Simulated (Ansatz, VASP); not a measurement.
One calculation of Sn, two programs

```xyz
2
Lattice="0.0000 3.2333 3.2333 3.2333 0.0000 3.2333 3.2333 3.2333 0.0000" Properties=species:S:1:pos:R:3 pbc="T T T"
Sn    4.8500    4.8500    4.8500
Sn    3.2333    3.2333    3.2333
```

Alike in both runs: task relaxation of cell and atoms; functional RPBE; dispersion D4; k mesh 7 × 7 × 7; occupations fermi-dirac, width 0.05 eV; no spin polarisation.

```csv
,VASP,Ansatz
version,VASP 6.6.1,Ansatz 0.2.0
potentials or method,"VASP PAW PBE potentials, release 64 (Sn_d), cutoff 600 eV","all-electron LAPW, scalar-relativistic"
```

```tsv
	VASP	Ansatz	Ansatz less VASP
relaxed volume (Å³/atom)	35.30	35.32	+0.014
relaxed length of the cell vector where the two differ most in proportion (Å)	4.639	4.640	+0.0006
```

VASP's potentials were made for PBE, not for RPBE. Ansatz ran all-electron here, and VASP with PAW potentials.
